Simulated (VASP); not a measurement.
Set up this calculation in VASP 6.6.1, as the native input.

```yaml
Task: relaxation of cell and atoms
Functional: PBEsol
Potentials_or_basis: VASP PAW PBE potentials, release 64 (Cu)
Cutoff: 600 eV
k_mesh: 11 × 11 × 11
Occupations: fermi-dirac, width 0.1 eV
Spin: no spin polarisation
Dipole_correction: no
Further_INCAR_settings: ALGO = Normal; EDIFF = 1e-07; IBRION = 2; EDIFFG = -0.02; NSW = 80; ISIF = 3
```

The structure of Cu lies in POSCAR:

```
Cu
1.0
    0.0000000000      1.7809919782      1.7809919782
    1.7809919782      0.0000000000      1.7809919782
    1.7809919782      1.7809919782      0.0000000000
Cu
1
Direct
    0.0000000000      0.0000000000      0.0000000000
```

These files were run (other wordings do the same):

INCAR

```
SYSTEM = Cu
PREC = Accurate ; ENCUT = 600
EDIFF = 1E-7 ; ISMEAR = -1
SIGMA = 0.1 ; LREAL = .FALSE.
LASPH = .TRUE. ; NELM = 120
ALGO = Normal ; ISIF = 3
LWAVE = .FALSE. ; LCHARG = .FALSE.
GGA = PS ; IBRION = 2
NSW = 80 ; EDIFFG = -0.02
GGA_COMPAT = .FALSE. ; NELMIN = 4
```

KPOINTS

```
regular mesh
0
G
  11 11 11
  0 0 0
```

Potentials or basis: VASP PAW PBE potentials, release 64 (Cu).

The run is started by

```console
$ cat potpaw_PBE.64/Cu/POTCAR > POTCAR
$ mpirun -np 1 vasp_std > vasp.out
```

Results of the run:

```yaml
Relaxed_volume: 11.35 Å³/atom
Relaxed_cell: a = 2.523 Å, b = 2.523 Å, c = 2.523 Å, α = 60.00°, β = 60.00°, γ = 60.00°
Space_group_after_relaxing_to_0.05_Å: Fm-3m (No. 225)
Energy_gained_by_relaxing: 0.1 meV/atom
Ionic_steps: 3
Pressure_after_relaxing: 0.0 GPa
```

Caveat: the PAW data sets were made with another functional, which shifts forces and pressure a little.

Run time: 12 s on 1 thread of Intel Xeon 6975P-C, with other jobs on the host, peak memory 0.13 GiB.
